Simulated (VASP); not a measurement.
## C: single point with PBE

Crystal: C.

```xyz
4
Lattice="1.2326 -2.1928 0.0000 1.2326 2.1928 0.0000 0.0000 0.0000 8.9384" Properties=species:S:1:pos:R:3 pbc="T T T"
C     1.2326    1.8273    6.7065
C     1.2326   -0.3655    2.2319
C     1.2326   -1.8273    2.2319
C     1.2326    0.3655    6.7065
```

| Quantity | Value |
| --- | --- |
| Program | VASP 6.6.1 |
| Task | single point |
| Functional | PBE |
| Potentials or basis | VASP PAW PBE potentials, release 64 (C) |
| Cutoff | 520 eV |
| k mesh | 21 × 21 × 6 |
| Occupations | gaussian, width 0.15 eV |
| Spin | no spin polarisation |

```yaml
Pressure: -7.1 GPa
Largest_force: 0.177 eV/Å
```

Forces in eV/Å, atoms in the order of the input:
```
C    0.000 -0.177  0.000
C    0.000 -0.177  0.000
C    0.000  0.177  0.000
C    0.000  0.177  0.000
```

Stress tensor (GPa, compression positive):
```
 -2.26   0.00   0.00
  0.00 -18.97   0.00
  0.00   0.00  -0.07
```

Wall time 8.7 min on 1 thread of Intel Xeon 8259CL, with other jobs on the host, peak memory 0.37 GiB.

Caveat: the cell stands under tension; this functional lacks dispersion, which binds the layers, so the pressure and a relaxed spacing across them are unreliable.
